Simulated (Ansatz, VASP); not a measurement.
## One calculation of Ga, two programs

```
Ga
1.0
     2.31080   -3.87292    0.00000
     2.31080    3.87292    0.00000
     0.00000    0.00000    4.54631
Ga
4
Cartesian
  2.3108 -2.6662 0.3816
  2.3108 -1.2067 2.6548
  2.3108 2.6662 4.1647
  2.3108 1.2067 1.8915
```

Alike in both runs: task single point; functional PBE; k mesh 8 × 8 × 7; occupations methfessel-paxton of order 1, width 0.3 eV; no spin polarisation.

|  | VASP | Ansatz |
| --- | --- | --- |
| version | VASP 6.6.1 | Ansatz 0.2.0 |
| potentials or method | VASP PAW PBE potentials, release 64 (Ga_d), cutoff 520 eV | plane waves (420 eV) with PAW, scalar-relativistic |
| valence electrons in the cell | 52 | 52 |

VASP gave:

- pressure (GPa): 0.1
- traceless stress, the component that is largest in VASP (GPa): 0.06

Task: Which values does Ansatz return?

Result: Pressure (GPa): -0.1; traceless stress, the component that is largest in VASP (GPa): 0.05.
